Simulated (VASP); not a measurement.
# C (Fmmm) in VASP: a series of runs

The runs below take C through single point, with PBE+D3(BJ).

Everything below comes from runs of VASP 6.6.1. Logs are shortened: lines on timing, memory, paths and dates and some standing lists are left out, and cuts for length are marked.

## 1. The cell of the first run

The structure is orthorhombic, space group Fmmm (No. 69). The conventional cell has a = 2.478 Å, b = 4.291 Å, c = 6.755 Å, α = 90.00°, β = 90.00°, γ = 90.00°. C (site symmetry m2m) has 3 C at 1.43 Å within 1.9 Å.

## 2. Single point, PBE+D3(BJ)

INCAR reads:

```
SYSTEM = C
  PREC = Accurate
  ENCUT = 520
  EDIFF = 1E-7
  ISMEAR = -1
  SIGMA = 0.1
  LREAL = .FALSE.
  LASPH = .TRUE.
  NELM = 100
  ALGO = Normal
  ISIF = 2
  LWAVE = .FALSE.
  LCHARG = .FALSE.
  GGA = PE
  IVDW = 12
  NBANDS = 11
```

KPOINTS reads:

```
regular mesh
0
G
  14 14 14
  0 0 0
```

POSCAR reads:

```
C
1.0
    0.0000000000      2.1457410538      3.3774993173
    1.2388199408      0.0000000000      3.3774993173
    1.2388199408      2.1457410538      0.0000000000
C
2
Direct
    0.1666666667      0.8333333333      0.1666666667
    0.8333333333      0.1666666667      0.8333333333
```

Potentials or basis: VASP PAW PBE potentials, release 64 (C).

Launch:

```sh
> cat potpaw_PBE.64/C/POTCAR > POTCAR
> mpirun -np 1 vasp_std > vasp.out
```

OUTCAR:

```text
SYSTEM = C
   PREC = Accurate
   ENCUT = 520
   EDIFF = 1E-7
   ISMEAR = -1
   LREAL = .FALSE.
   LASPH = .TRUE.
   NELM = 100
   ISIF = 2
   GGA = PE
   IVDW = 12
 IVDW          = 12

 ion  position               nearest neighbor table
   1  0.167  0.833  0.167-   2 1.43   2 1.43   2 1.43
   2  0.833  0.167  0.833-   1 1.43   1 1.43   1 1.43

  LATTYP: Found a face centered orthorhombic cell.
 ALAT       =     2.4776398816
 B/A-ratio  =     1.7320846905
 C/A-ratio  =     2.7263843647

  Lattice vectors:

 A1 = (   0.0000000000,   2.1457410538,   3.3774993173)
 A2 = (   1.2388199408,   0.0000000000,   3.3774993173)
 A3 = (   1.2388199408,   2.1457410538,   0.0000000000)

Analysis of symmetry for initial positions (statically):
=====================================================================
 Subroutine PRICEL returns:
 Original cell was already a primitive cell.

 Routine SETGRP: Setting up the symmetry group for a
 face centered orthorhombic supercell.

 Subroutine GETGRP returns: Found  8 space group operations
 (whereof  8 operations were pure point group operations)
 out of a pool of  8 trial point group operations.

The static configuration has the point symmetry D_2h.

Analysis of symmetry for dynamics (positions and initial velocities):
=====================================================================
 Subroutine PRICEL returns:
 Original cell was already a primitive cell.

 Routine SETGRP: Setting up the symmetry group for a
 face centered orthorhombic supercell.

 Subroutine GETGRP returns: Found  8 space group operations
 (whereof  8 operations were pure point group operations)
 out of a pool of  8 trial point group operations.

The dynamic configuration has the point symmetry D_2h.

 Subroutine INISYM returns: Found  8 space group operations
 (whereof  8 operations are pure point group operations),
 and found     1 'primitive' translations

----------------------------------------------------------------------------------------

                                     Primitive cell

  volume of cell :      17.9560

  direct lattice vectors                    reciprocal lattice vectors
     0.000000000  2.145741054  3.377499317    -0.403609906  0.233019730  0.148038520
     1.238819941  0.000000000  3.377499317     0.403609906 -0.233019730  0.148038520
     1.238819941  2.145741054  0.000000000     0.403609906  0.233019730 -0.148038520

  length of vectors
     4.001463021  3.597523660  2.477676233     0.488993409  0.488993409  0.488993409

  position of ions in fractional coordinates (direct lattice)
     0.166666667  0.833333333  0.166666667
     0.833333333  0.166666667  0.833333333

[... 87 lines left out ...]
   NELECT =       8.0000    total number of electrons
   NUPDOWN=      -1.0000    fix difference up-down
   EMIN   =  10.00;   EMAX   =-10.00  energy-range for DOS
   EFERMI =   0.00;   METHOD = LEGACY
   ISMEAR =    -1;   SIGMA  =   0.10  broadening in eV -4-tet -1-fermi 0-gaus
   EFERMI_NEDOS =   21; number of points for ismear=-14 and -15
   IALGO  =     38    algorithm
   IMIX   =      4    mixing-type and parameters
     AMIX     =   0.40;   BMIX     =  1.00
     AMIX_MAG =   1.60;   BMIX_MAG =  1.00
  volume/ion in A,a.u.               =       8.98        60.59
  Fermi-wavevector in a.u.,A,eV,Ry     =   1.250359  2.362835 21.271301  1.563397
  Thomas-Fermi vector in A             =   2.384356
   LORBIT       =      0    0 simple, 1 ext, 2 COOP (PROOUT), +10 PAW based schemes
   GGA     = PE    functional components
   LHFCALC =     F    Hartree Fock is set to
   AEXX    =    0.0000 exact exchange contribution
   IVDW    =    12    specifies the selected vdW correction
   LEPSILON=     F    determine dielectric tensor
   LRPA    =     F    only Hartree local field effects (RPA)
 non-spin polarized calculation
  energy-cutoff  :      520.00
  volume of cell :       17.96
 maximum number of plane-waves:       502
 NGX is ok and might be reduce to    30
   NGX = 15   NGY = 13   NGZ =  9

 number of electron       8.0000001 magnetization

 Free energy of the ion-electron system (eV)
  ---------------------------------------------------
  ext. energy  EPLUGINS =         0.00000000
  ---------------------------------------------------
  free energy    TOTEN  =       -18.42041969 eV

  energy without entropy =      -18.41958538  energy(sigma->0) =      -18.42000254

 E-fermi :   4.6910     XC(G=0): -10.2441

 val. band max:        4.6274955958   @ k =   0.5000  -0.1429   0.3571
 cond. band min:       4.9892244719   @ k =  -0.1429   0.2143   0.2857
 fundamental gap:      0.3617288761
 Fermi energy:         4.6909585759

 k-point     1 :       0.0000    0.0000    0.0000
  band No.  band energies     occupation
      1     -14.9935      2.00000
      2      -1.9450      2.00000
      3       1.5082      2.00000
      4       1.5336      2.00000
      5       8.8219      0.00000
      6      12.7586      0.00000
      7      12.8262      0.00000
      8      15.7378      0.00000
      9      16.7970      0.00000
     10      26.9688      0.00000
     11      29.8917      0.00000
[... 309 lines left out ...]
 k-point    24 :       0.2857    0.1429    0.0000
  band No.  band energies     occupation
      1     -14.4075      2.00000
      2      -2.2198      2.00000
      3      -0.2227      2.00000
      4       0.6461      2.00000
      5      11.3265      0.00000
      6      12.8539      0.00000
      7      14.2215      0.00000
      8      14.6795      0.00000
      9      17.7131      0.00000
     10      26.3301      0.00000
     11      28.2323      0.00000

 [... further k-points ...]

------------------------ aborting loop because EDIFF is reached ----------------------------------------

 Edisp (eV)   -0.30951

 E8    (eV) :    -0.0876

  FORCE on cell =-STRESS in cart. coord.  units (eV):
  Direction    XX          YY          ZZ          XY          YZ          ZX
  --------------------------------------------------------------------------------------
  -------------------------------------------------------------------------------------
  Total      -0.65306    -0.67100     0.02370     0.00000     0.00000     0.00000
  in kB     -58.27084   -59.87155     2.11448     0.00000     0.00000     0.00000
  external pressure =      -38.68 kB  Pullay stress =        0.00 kB

 VOLUME and BASIS-vectors are now :
 -----------------------------------------------------------------------------
  energy-cutoff  :      520.00
  volume of cell :       17.96
      direct lattice vectors                 reciprocal lattice vectors
     0.000000000  2.145741054  3.377499317    -0.403609906  0.233019730  0.148038520
     1.238819941  0.000000000  3.377499317     0.403609906 -0.233019730  0.148038520
     1.238819941  2.145741054  0.000000000     0.403609906  0.233019730 -0.148038520

 POSITION                                       TOTAL-FORCE (eV/Angst)
 -----------------------------------------------------------------------------------
      1.23882      0.71525      3.37750         0.000000      0.020724      0.000000
      1.23882      3.57624      3.37750         0.000000     -0.020724      0.000000
 -----------------------------------------------------------------------------------
    total drift:                               -0.000000     -0.000000     -0.000000

  FREE ENERGIE OF THE ION-ELECTRON SYSTEM (eV)
  ---------------------------------------------------
  free  energy   TOTEN  =       -18.7299345357 eV

  energy  without entropy=      -18.7291002271  energy(sigma->0) =      -18.72951738
```

OSZICAR:

```text
N       E                     dE             d eps       ncg     rms          rms(c)
DAV:   1     0.813828478789E+00    0.81383E+00   -0.40872E+03  9534   0.646E+02
DAV:   2    -0.190857774765E+02   -0.19900E+02   -0.18990E+02 12277   0.119E+02
DAV:   3    -0.195481306279E+02   -0.46235E+00   -0.46134E+00 11847   0.148E+01
DAV:   4    -0.195498179795E+02   -0.16874E-02   -0.16872E-02 10918   0.109E+00
DAV:   5    -0.195498247683E+02   -0.67888E-05   -0.67884E-05 11830   0.638E-02    0.619E+00
DAV:   6    -0.186905495219E+02    0.85928E+00   -0.73643E-01 10790   0.492E+00    0.361E+00
DAV:   7    -0.184172143643E+02    0.27334E+00   -0.83346E-01 11087   0.528E+00    0.100E+00
DAV:   8    -0.184205205744E+02   -0.33062E-02   -0.17625E-02 10474   0.848E-01    0.110E-01
DAV:   9    -0.184203440445E+02    0.17653E-03   -0.50960E-04 11471   0.141E-01    0.502E-02
DAV:  10    -0.184204201268E+02   -0.76082E-04   -0.12867E-04 10623   0.779E-02    0.258E-02
DAV:  11    -0.184204194475E+02    0.67926E-06   -0.60982E-06 11444   0.140E-02    0.593E-03
DAV:  12    -0.184204197189E+02   -0.27140E-06   -0.69388E-07 10567   0.590E-03    0.617E-04
DAV:  13    -0.184204196916E+02    0.27293E-07   -0.30176E-08 11455   0.114E-03
   1 F= -.18729935E+02 E0= -.18729517E+02  d E =-.834309E-03
```

Run time: 2 min. Hardware: 1 thread of Intel Xeon 8259CL, shared host; peak memory 0.2 GiB.

Results:

* Free energy: -18.7299 eV
* Pressure: -3.9 GPa
* Largest force: 0.021 eV/Å
* Dispersion energy per atom: -0.155 eV

Forces in eV/Å, atoms in the order of the input:
```
C    0.000  0.021  0.000
C    0.000 -0.021  0.000
```

Caveat: three body term missing; the stress differs along the axes, from -6 to 0 GPa.

## 3. Single point, PBE+D3(BJ)

This run uses another cell than the first one, of 9.21 Å³/atom.

INCAR reads:

```
SYSTEM = C
PREC = Accurate
ENCUT = 520
EDIFF = 1E-6
ISMEAR = -1
SIGMA = 0.1
LREAL = .FALSE.
LASPH = .TRUE.
NELM = 100
ALGO = Normal
ISIF = 2
LWAVE = .FALSE.
LCHARG = .FALSE.
GGA = PE
IVDW = 12
NBANDS = 11
```

KPOINTS reads:

```
Automatic mesh
0
G
  14 14 14
  0 0 0
```

POSCAR reads:

```
C
1.0
    0.0000000000      2.1641603328      3.4064921459
    1.2494541085      0.0000000000      3.4064921459
    1.2494541085      2.1641603328      0.0000000000
C
2
Direct
    0.1666666667      0.8333333333      0.1666666667
    0.8333333333      0.1666666667      0.8333333333
```

Potentials or basis: VASP PAW PBE potentials, release 64 (C).

Launch:

```sh
> cat potpaw_PBE.64/C/POTCAR > POTCAR
> mpirun -np 1 vasp_std > vasp.out
```

Wall time 1.8 min (1 thread of Intel Xeon 8259CL, shared host); peak memory 0.2 GiB.

Results (log left out):

- Free energy: -18.7090 eV
- Pressure: -10.6 GPa
- Largest force: 0.020 eV/Å
- Dispersion energy per atom: -0.152 eV

Forces in eV/Å, atoms in the order of the input:
```
C    0.000  0.020  0.000
C    0.000 -0.020  0.000
```

Stress tensor (GPa, compression positive):
```
-15.85   0.00   0.00
  0.00 -16.00   0.00
  0.00   0.00  -0.04
```

Caveat: three body term missing; the stress differs along the axes, from -16 to -0 GPa.

## 4. Single point, PBE+D3(BJ)

This run uses another cell than the first one, of 9.44 Å³/atom.

INCAR reads:

```
  PREC = Accurate
  ENCUT = 520
  EDIFF = 1E-7
  ISMEAR = -1
  SIGMA = 0.1
  LREAL = F
  LASPH = T
  NELM = 100
  ALGO = Normal
  ISIF = 2
  LWAVE = F
  LCHARG = F
  GGA = PE
  IVDW = 12
  NBANDS = 11
```

KPOINTS reads:

```
Automatic mesh
0
Gamma
  14 14 14
```

POSCAR reads:

```
C
1.0
    0.0000000000      2.1822713031      3.4349996817
    1.2599102775      0.0000000000      3.4349996817
    1.2599102775      2.1822713031      0.0000000000
C
2
Direct
    0.1666666667      0.8333333333      0.1666666667
    0.8333333333      0.1666666667      0.8333333333
```

Launch:

```sh
> cat potpaw_PBE.64/C/POTCAR > POTCAR
> mpirun -np 1 vasp_std > vasp.out
```

It took 2.2 min on 1 thread of Intel Xeon 8259CL, shared host; peak memory 0.21 GiB.

It converged, with:

* Free energy: -18.6696 eV
* Pressure: -16.5 GPa
* Largest force: 0.019 eV/Å
* Dispersion energy per atom: -0.149 eV

Forces on the atoms (eV/Å):
```
C    0.000  0.019  0.000
C    0.000 -0.019  0.000
```

Stress tensor (GPa, compression positive):
```
-24.62   0.00   0.00
  0.00 -24.76   0.00
  0.00   0.00  -0.19
```

Caveat: three body term missing; the stress differs along the axes, from -25 to -0 GPa.

## 5. Summary

```tsv
cell	pressure (GPa)	largest force (eV/Å)
a = 4.001, b = 3.598, c = 2.478 Å, angles 80.1, 62.3, 37.6°, 2 atoms	-3.9	0.02
a = 4.036, b = 3.628, c = 2.499 Å, angles 80.1, 62.3, 37.6°, 2 atoms	-10.6	0.02
a = 4.070, b = 3.659, c = 2.520 Å, angles 80.1, 62.3, 37.6°, 2 atoms	-16.5	0.02
```

Alike in all rows: task single point; level PBE+D3(BJ); potentials or basis VASP PAW PBE potentials, release 64 (C); no spin polarisation; k mesh 14 × 14 × 14; cutoff (eV) 520; smearing fermi-dirac 0.1 eV.

Caveats: three body term missing; the stress differs along the axes, from -6 to 0 GPa (at least some runs); the stress differs along the axes, from -16 to -0 GPa (at least some runs); the stress differs along the axes, from -25 to -0 GPa (at least some runs).

Total energies depend on the potentials used, so only differences within one code and one set of settings carry meaning.
